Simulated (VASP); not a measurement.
# SiO2 (Pmma) in VASP: a series of runs

Runs on SiO2. Level: r2SCAN. Tasks: single point.

Program: VASP 6.6.1. These are calculated values, not measurements. Logs are shortened: lines on timing, memory, paths and dates and some standing lists are left out, and cuts for length are marked.

### 1 The cell of the first run

The structure is orthorhombic, space group Pmma (No. 51). The conventional cell has a = 5.169 Å, b = 6.948 Å, c = 8.019 Å, α = 90.00°, β = 90.00°, γ = 90.00°. Si (site symmetry m) has 4 O at 1.58 to 1.59 Å within 2.1 Å. Si (site symmetry mm2) has 4 O at 1.57 to 1.60 Å within 2.1 Å. Within 2.1 Å of O (site symmetry 2) lie 2 Si at 1.59 Å. Within 2.1 Å of O (site symmetry mm2) lie 2 Si at 1.58 Å. Within 2.1 Å of O (site symmetry m) lie 2 Si at 1.59 to 1.60 Å. Within 2.1 Å of O (site symmetry 2/m) lie 2 Si at 1.57 Å.

### 2 Single point, r2SCAN (16.00 Å³/atom)

File POSCAR:

```
SiO2
1.0
    5.1689248473      0.0000000000      0.0000000000
    0.0000000000      6.9479255078      0.0000000000
    0.0000000000      0.0000000000      8.0191069300
Si O
6 12
Direct
    0.2500000000      0.2277583929      0.0958601010
    0.7500000000      0.7722416071      0.9041398990
    0.7500000000      0.2277583929      0.9041398990
    0.2500000000      0.7722416071      0.0958601010
    0.2500000000      0.5000000000      0.3886769349
    0.7500000000      0.5000000000      0.6113230651
    0.0000000000      0.3040928853      0.0000000000
    0.5000000000      0.6959071147      0.0000000000
    0.0000000000      0.6959071147      0.0000000000
    0.5000000000      0.3040928853      0.0000000000
    0.2500000000      0.0000000000      0.1032683233
    0.7500000000      0.0000000000      0.8967316767
    0.2500000000      0.3057270127      0.2821358932
    0.7500000000      0.6942729873      0.7178641068
    0.7500000000      0.3057270127      0.7178641068
    0.2500000000      0.6942729873      0.2821358932
    0.5000000000      0.5000000000      0.5000000000
    0.0000000000      0.5000000000      0.5000000000
```

File INCAR.step1:

```
  PREC = Accurate
  ENCUT = 520
  ISMEAR = 0
  SIGMA = 0.02
  LREAL = Auto
  LASPH = T
  NELM = 60
  NBANDS = 63
  GGA = PE
  ALGO = Normal
  EDIFF = 1E-4
  LWAVE = T
  LCHARG = F
```

File INCAR.step2:

```
  PREC = Accurate
  ENCUT = 520
  EDIFF = 1E-6
  ISMEAR = 0
  SIGMA = 0.02
  LREAL = Auto
  LASPH = T
  NELM = 60
  ALGO = Normal
  ISIF = 2
  LWAVE = F
  LCHARG = F
  METAGGA = R2SCAN
  LMIXTAU = T
  NBANDS = 63
  ISTART = 1
```

File KPOINTS:

```
regular mesh
0
Gamma
  4 4 4
```

Potentials or basis: VASP PAW PBE potentials, release 64 (Si, O).

On the command line:

```
> cat potpaw_PBE.64/Si/POTCAR potpaw_PBE.64/O/POTCAR > POTCAR
> cp INCAR.step1 INCAR
> mpirun -np 1 vasp_std > vasp.out
> cp INCAR.step2 INCAR
> mpirun -np 1 vasp_std > vasp.out
```

OUTCAR:

```text
PREC = Accurate
   ENCUT = 520
   EDIFF = 1E-6
   ISMEAR = 0
   LREAL = Auto
   LASPH = T
   NELM = 60
   ISIF = 2
   METAGGA = R2SCAN
   ISTART = 1

 ion  position               nearest neighbor table
   1  0.250  0.228  0.096-  11 1.58  13 1.59   7 1.59  10 1.59   3 3.01   3 3.01   5 3.02
   2  0.750  0.772  0.904-  12 1.58  14 1.59   8 1.59   9 1.59   4 3.01   4 3.01   6 3.02
   3  0.750  0.228  0.904-  12 1.58  15 1.59   7 1.59  10 1.59   1 3.01   1 3.01   6 3.02
   4  0.250  0.772  0.096-  11 1.58  16 1.59   8 1.59   9 1.59   2 3.01   2 3.01   5 3.02
   5  0.250  0.500  0.389-  17 1.57  18 1.57  13 1.60  16 1.60   1 3.02   4 3.02   6 3.14   6 3.14

   6  0.750  0.500  0.611-  17 1.57  18 1.57  14 1.60  15 1.60   2 3.02   3 3.02   5 3.14   5 3.14

   7  0.000  0.304  0.000-   1 1.59   3 1.59
   8  0.500  0.696  0.000-   2 1.59   4 1.59
   9  0.000  0.696  0.000-   2 1.59   4 1.59
  10  0.500  0.304  0.000-   1 1.59   3 1.59
  11  0.250  0.000  0.103-   1 1.58   4 1.58
  12  0.750  0.000  0.897-   2 1.58   3 1.58
  13  0.250  0.306  0.282-   1 1.59   5 1.60
  14  0.750  0.694  0.718-   2 1.59   6 1.60
  15  0.750  0.306  0.718-   3 1.59   6 1.60
  16  0.250  0.694  0.282-   4 1.59   5 1.60
  17  0.500  0.500  0.500-   5 1.57   6 1.57
  18  0.000  0.500  0.500-   5 1.57   6 1.57

  LATTYP: Found a simple orthorhombic cell.
 ALAT       =     5.1689248473
 B/A-ratio  =     1.3441722821
 C/A-ratio  =     1.5514071431

  Lattice vectors:

 A1 = (   5.1689248473,   0.0000000000,   0.0000000000)
 A2 = (   0.0000000000,   6.9479255078,   0.0000000000)
 A3 = (   0.0000000000,   0.0000000000,   8.0191069300)

Analysis of symmetry for initial positions (statically):
=====================================================================
 Subroutine PRICEL returns:
 Original cell was already a primitive cell.

 Routine SETGRP: Setting up the symmetry group for a
 simple orthorhombic supercell.

 Subroutine GETGRP returns: Found  8 space group operations
 (whereof  4 operations were pure point group operations)
 out of a pool of  8 trial point group operations.

The static configuration has the point symmetry C_2h.
 The point group associated with its full space group is D_2h.

Analysis of symmetry for dynamics (positions and initial velocities):
=====================================================================
[... 147 lines left out ...]
   IBRION =     -1    ionic relax: 0-MD 1-quasi-New 2-CG
   NFREE  =      0    steps in history (QN), initial steepest desc. (CG)
   ISIF   =      2    stress and relaxation
   ISYM   =      2    0-nonsym 1-usesym 2-fastsym
   POTIM  = 0.5000    time-step for ionic-motion
   TEBEG  =    0.0;   TEEND  =   0.0 temperature during run
   PSTRESS=    0.0 pullay stress
   NELECT =      96.0000    total number of electrons
   NUPDOWN=      -1.0000    fix difference up-down
   EMIN   =  10.00;   EMAX   =-10.00  energy-range for DOS
   EFERMI =   0.00;   METHOD = LEGACY
   ISMEAR =     0;   SIGMA  =   0.02  broadening in eV -4-tet -1-fermi 0-gaus
   EFERMI_NEDOS =   21; number of points for ismear=-14 and -15
   IALGO  =     38    algorithm
   IMIX   =      4    mixing-type and parameters
     AMIX     =   0.40;   BMIX     =  1.00
     AMIX_MAG =   1.60;   BMIX_MAG =  1.00
  volume/ion in A,a.u.               =      16.00       107.97
  Fermi-wavevector in a.u.,A,eV,Ry     =   1.135110  2.145048 17.530776  1.288476
  Thomas-Fermi vector in A             =   2.271815
   LORBIT       =      0    0 simple, 1 ext, 2 COOP (PROOUT), +10 PAW based schemes
   METAGGA = R2SCAN    functional components
   LHFCALC =     F    Hartree Fock is set to
   AEXX    =    0.0000 exact exchange contribution
   IVDW    =     0    specifies the selected vdW correction
   LEPSILON=     F    determine dielectric tensor
   LRPA    =     F    only Hartree local field effects (RPA)
 non-spin polarized calculation
 Gauss-broadening in eV      SIGMA  =   0.02
  energy-cutoff  :      520.00
  volume of cell :      287.99
 maximum number of plane-waves:      7788
 NGX is ok and might be reduce to    40
   NGX = 19   NGY = 25   NGZ = 29

 number of electron      96.0000030 magnetization

 Free energy of the ion-electron system (eV)
  ---------------------------------------------------
  ext. energy  EPLUGINS =         0.00000000
  ---------------------------------------------------
  free energy    TOTEN  =      -177.88166111 eV

  energy without entropy =     -177.88166111  energy(sigma->0) =     -177.88166111

 E-fermi :  -0.8103     XC(G=0):  -7.9412

 val. band max:       -0.9160377097   @ k =   0.0000   0.0000   0.5000
 cond. band min:       5.3073778015   @ k =   0.0000   0.0000   0.0000
 fundamental gap:      6.2234155112
 Fermi energy:        -0.8102871066

 k-point     1 :       0.0000    0.0000    0.0000
  band No.  band energies     occupation
      1     -21.8297      2.00000
      2     -21.0775      2.00000
      3     -21.0120      2.00000
      4     -20.8149      2.00000
      5     -19.9663      2.00000
      6     -19.9610      2.00000
[... 1501 lines left out ...]
     59      10.3251      0.00000
     60      10.3251      0.00000

 [... further k-points ...]

 [bands above 60 left out]

------------------------ aborting loop because EDIFF is reached ----------------------------------------

  FORCE on cell =-STRESS in cart. coord.  units (eV):
  Direction    XX          YY          ZZ          XY          YZ          ZX
  --------------------------------------------------------------------------------------
  -------------------------------------------------------------------------------------
  Total       14.1332949     13.9555779     14.1265326      0.0000000      0.0000000      0.0000000
  in kB       78.6271671     77.6384814     78.5895466      0.0000000      0.0000000      0.0000000
  external PRESSURE =      78.2850650 kB  Pullay stress =       0.0000000 kB

 VOLUME and BASIS-vectors are now :
 -----------------------------------------------------------------------------
  energy-cutoff  :      520.00
  volume of cell :      287.99
      direct lattice vectors                 reciprocal lattice vectors
     5.168924847  0.000000000  0.000000000     0.193463830  0.000000000  0.000000000
     0.000000000  6.947925508  0.000000000     0.000000000  0.143927853  0.000000000
     0.000000000  0.000000000  8.019106930     0.000000000  0.000000000  0.124702166

 POSITION                                       TOTAL-FORCE (eV/Angst)
 -----------------------------------------------------------------------------------
      1.29223      1.58245      0.76871         0.000000      0.006859      0.016485
      3.87669      5.36548      7.25039        -0.000000     -0.006859     -0.016485
      3.87669      1.58245      7.25039         0.000000      0.006859     -0.016485
      1.29223      5.36548      0.76871         0.000000     -0.006859      0.016485
      1.29223      3.47396      3.11684        -0.000000      0.000000      0.066219
      3.87669      3.47396      4.90227         0.000000      0.000000     -0.066219
[... 10 lines left out ...]
      2.58446      3.47396      4.00955         0.000000      0.000000      0.000000
      0.00000      3.47396      4.00955         0.000000      0.000000      0.000000
 -----------------------------------------------------------------------------------
    total drift:                               -0.000000      0.000000     -0.000000

  FREE ENERGIE OF THE ION-ELECTRON SYSTEM (eV)
  ---------------------------------------------------
  free  energy   TOTEN  =      -177.8816611051 eV

  energy  without entropy=     -177.8816611051  energy(sigma->0) =     -177.88166111
```

OUTCAR.step1:

```text
PREC = Accurate
   ENCUT = 520
   ISMEAR = 0
   LREAL = Auto
   LASPH = T
[... 1794 lines left out ...]
      1.29223      3.47396      3.11684        -0.000000     -0.000000     -0.008333
      3.87669      3.47396      4.90227         0.000000      0.000000      0.008333
[... 10 lines left out ...]
      2.58446      3.47396      4.00955        -0.000000      0.000000      0.000000
      0.00000      3.47396      4.00955        -0.000000      0.000000      0.000000
 -----------------------------------------------------------------------------------
    total drift:                               -0.000000      0.000000     -0.000000

  FREE ENERGIE OF THE ION-ELECTRON SYSTEM (eV)
  ---------------------------------------------------
  free  energy   TOTEN  =      -141.1742171503 eV

  energy  without entropy=     -141.1742171503  energy(sigma->0) =     -141.17421715
```

OSZICAR.step1:

```text
N       E                     dE             d eps       ncg     rms          rms(c)
DAV:   1     0.705805674642E+03    0.70581E+03   -0.48569E+04  3418   0.137E+03
DAV:   2    -0.964317450926E+02   -0.80224E+03   -0.77415E+03  4307   0.334E+02
DAV:   3    -0.160911791714E+03   -0.64480E+02   -0.64161E+02  4092   0.101E+02
DAV:   4    -0.161976514691E+03   -0.10647E+01   -0.10618E+01  4164   0.141E+01
DAV:   5    -0.162000640630E+03   -0.24126E-01   -0.24109E-01  4108   0.203E+00    0.383E+01
DAV:   6    -0.141409504720E+03    0.20591E+02   -0.80268E+01  3890   0.346E+01    0.181E+01
DAV:   7    -0.141253895068E+03    0.15561E+00   -0.25996E+00  4356   0.554E+00    0.651E+00
DAV:   8    -0.141174544948E+03    0.79350E-01   -0.15863E-01  4140   0.196E+00    0.250E+00
DAV:   9    -0.141166873395E+03    0.76716E-02   -0.78802E-02  4124   0.129E+00    0.458E-01
DAV:  10    -0.141173331801E+03   -0.64584E-02   -0.66733E-03  3766   0.329E-01    0.153E-01
DAV:  11    -0.141174164489E+03   -0.83269E-03   -0.17252E-03  3766   0.217E-01    0.537E-02
DAV:  12    -0.141174217150E+03   -0.52661E-04   -0.38737E-04  3246   0.109E-01
   1 F= -.14117422E+03 E0= -.14117422E+03  d E =-.356724E-39
```

Wall time 18 min (1 thread of Intel Xeon 6975P-C (Granite Rapids), shared host); peak memory 0.54 GiB.

Results:

```yaml
Free_energy: -177.8817 eV
Pressure: 7.8 GPa
Largest_force: 0.066 eV/Å
Band_gap_on_the_k_mesh: 6.22 eV (least direct gap 6.28 eV)
```

Forces on the atoms (eV/Å):
```
Si   0.000  0.007  0.016
Si   0.000 -0.007 -0.016
Si   0.000  0.007 -0.016
Si   0.000 -0.007  0.016
Si   0.000  0.000  0.066
Si   0.000  0.000 -0.066
O    0.000 -0.008  0.000
O    0.000  0.008  0.000
O    0.000  0.008  0.000
O    0.000 -0.008  0.000
O    0.000  0.000 -0.004
O    0.000  0.000  0.004
O    0.000  0.005 -0.005
O    0.000 -0.005  0.005
O    0.000  0.005  0.005
O    0.000 -0.005 -0.005
O    0.000  0.000  0.000
O    0.000  0.000  0.000
```

Caveat: the cell stands under pressure; the PAW data sets were made with another functional, which shifts forces and pressure a little. A k mesh can miss the band edges.

### 3 Single point, r2SCAN

This run uses another cell than the first one, of 17.59 Å³/atom.

File POSCAR:

```
SiO2
1.0
    5.2382746100      0.0000000000      0.0000000000
    0.0000000000      7.4405844800      0.0000000000
    0.0000000000      0.0000000000      8.1228630600
Si O
6 12
Direct
    0.2500000000      0.2113497400      0.1052556900
    0.7500000000      0.7886502600      0.8947443100
    0.7500000000      0.2113497400      0.8947443100
    0.2500000000      0.7886502600      0.1052556900
    0.2500000000      0.5000000000      0.3868849600
    0.7500000000      0.5000000000      0.6131150400
    0.0000000000      0.2626614600      0.0000000000
    0.5000000000      0.7373385400      0.0000000000
    0.0000000000      0.7373385400      0.0000000000
    0.5000000000      0.2626614600      0.0000000000
    0.2500000000      0.0000000000      0.1482779200
    0.7500000000      0.0000000000      0.8517220800
    0.2500000000      0.3218798500      0.2744145200
    0.7500000000      0.6781201500      0.7255854800
    0.7500000000      0.3218798500      0.7255854800
    0.2500000000      0.6781201500      0.2744145200
    0.5000000000      0.5000000000      0.5000000000
    0.0000000000      0.5000000000      0.5000000000
```

File INCAR.step1:

```
SYSTEM = SiO2
ALGO     = Normal         ! electronic algorithm
EDIFF    = 1E-4           ! SCF threshold, eV
ENCUT    = 520            ! plane-wave cutoff, eV
GGA      = PE             ! functional
ISMEAR   = 0              ! smearing method
LASPH    = .TRUE.         ! aspherical terms in the spheres
LCHARG   = .FALSE.        ! write CHGCAR
LREAL    = Auto         
LWAVE    = .TRUE.         ! write WAVECAR
NBANDS   = 63             ! bands
NELM     = 100            ! most SCF steps
PREC     = Accurate       ! precision mode
SIGMA    = 0.02           ! smearing width, eV
```

File INCAR.step2:

```
SYSTEM = SiO2
ALGO     = Normal         ! electronic algorithm
EDIFF    = 1E-6           ! SCF threshold, eV
ENCUT    = 520            ! plane-wave cutoff, eV
ISIF     = 2              ! what is computed and relaxed
ISMEAR   = 0              ! smearing method
ISTART   = 1            
LASPH    = .TRUE.         ! aspherical terms in the spheres
LCHARG   = .FALSE.        ! write CHGCAR
LMIXTAU  = .TRUE.       
LREAL    = Auto         
LWAVE    = .FALSE.        ! write WAVECAR
METAGGA  = R2SCAN         ! meta-GGA
NBANDS   = 63             ! bands
NELM     = 100            ! most SCF steps
PREC     = Accurate       ! precision mode
SIGMA    = 0.02           ! smearing width, eV
```

File KPOINTS:

```
k-points
0
G
  4 4 4
  0 0 0
```

Potentials or basis: VASP PAW PBE potentials, release 64 (Si, O).

On the command line:

```
> cat potpaw_PBE.64/Si/POTCAR potpaw_PBE.64/O/POTCAR > POTCAR
> cp INCAR.step1 INCAR
> mpirun -np 1 vasp_std > vasp.out
> cp INCAR.step2 INCAR
> mpirun -np 1 vasp_std > vasp.out
```

Wall time 14 min (1 thread of Intel Xeon 6975P-C (Granite Rapids), shared host); peak memory 0.57 GiB.

The run converged. Its results:

- Free energy: -178.5656 eV
- Pressure: 0.2 GPa
- Largest force: 0.017 eV/Å
- Band gap on the k mesh: 6.17 eV

Forces on the atoms (eV/Å):
```
Si   0.000 -0.001  0.005
Si   0.000  0.001 -0.005
Si   0.000 -0.001 -0.005
Si   0.000  0.001  0.005
Si   0.000  0.000 -0.016
Si   0.000  0.000  0.016
O    0.000  0.011  0.000
O    0.000 -0.011  0.000
O    0.000 -0.011  0.000
O    0.000  0.011  0.000
O    0.000  0.000  0.012
O    0.000  0.000 -0.012
O    0.000 -0.010  0.014
O    0.000  0.010 -0.014
O    0.000 -0.010 -0.014
O    0.000  0.010  0.014
O    0.000  0.000  0.000
O    0.000  0.000  0.000
```

Levels at points of the mesh, in eV from the valence-band top:
```csv
k point,band 44,band 45,band 46,band 47,band 48,band 49,band 50,band 51,band 52,band 53
"(0.00, 0.00, 0.00)",-0.61,-0.58,-0.44,-0.32,0.00,6.17,8.70,8.90,9.22,9.35
"(0.50, 0.00, 0.00)",-1.04,-0.63,-0.63,-0.50,-0.50,8.03,8.03,9.54,9.54,9.86
"(0.00, 0.50, 0.00)",-0.70,-0.29,-0.27,-0.14,-0.01,7.11,7.22,8.94,9.27,9.45
"(0.50, 0.50, 0.00)",-1.01,-0.63,-0.63,-0.25,-0.25,8.51,8.51,8.78,8.78,10.09
"(0.00, 0.00, 0.50)",-0.72,-0.60,-0.37,-0.15,-0.02,6.81,7.23,9.29,9.48,9.49
"(0.50, 0.00, 0.50)",-0.95,-0.73,-0.73,-0.62,-0.62,8.53,8.53,8.60,8.60,9.78
"(0.00, 0.50, 0.50)",-0.45,-0.38,-0.29,-0.28,0.00,7.50,7.87,8.01,8.03,9.58
"(0.50, 0.50, 0.50)",-0.93,-0.88,-0.88,-0.22,-0.22,8.79,8.79,9.07,9.07,9.34
```

Caveat: the PAW data sets were made with another functional, which shifts forces and pressure a little. A k mesh can miss the band edges.
